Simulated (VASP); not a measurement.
## Al: single point with LDA

Crystal: Al.

```xyz
1
Lattice="0.0000 2.0774 2.0774 2.0774 0.0000 2.0774 2.0774 2.0774 0.0000" Properties=species:S:1:pos:R:3 pbc="T T T"
Al    0.0000    0.0000    0.0000
```

| Quantity | Value |
| --- | --- |
| Program | VASP 6.6.1 |
| Task | single point |
| Functional | LDA |
| Potentials or basis | VASP PAW LDA potentials, release 64 (Al) |
| Cutoff | 520 eV |
| k mesh | 12 × 12 × 12 |
| Occupations | fermi-dirac, width 0.1 eV |
| Spin | no spin polarisation |

```yaml
Pressure: -7.9 GPa
```

Levels at points of the mesh, in eV from the Fermi level:
```tsv
k point	band 1	band 2	band 3	band 4	band 5	band 6
(0.00, 0.00, 0.00)	-10.44	12.23	12.23	12.23	12.94	12.94
(0.50, 0.00, 0.00)	-4.19	-4.12	10.49	10.49	11.17	11.17
(0.50, 0.50, 0.00)	-2.59	-1.52	5.27	5.27	5.39	8.34
```

Wall time 26 s on 1 thread of AMD EPYC 7R13, with other jobs on the host, peak memory 0.09 GiB.
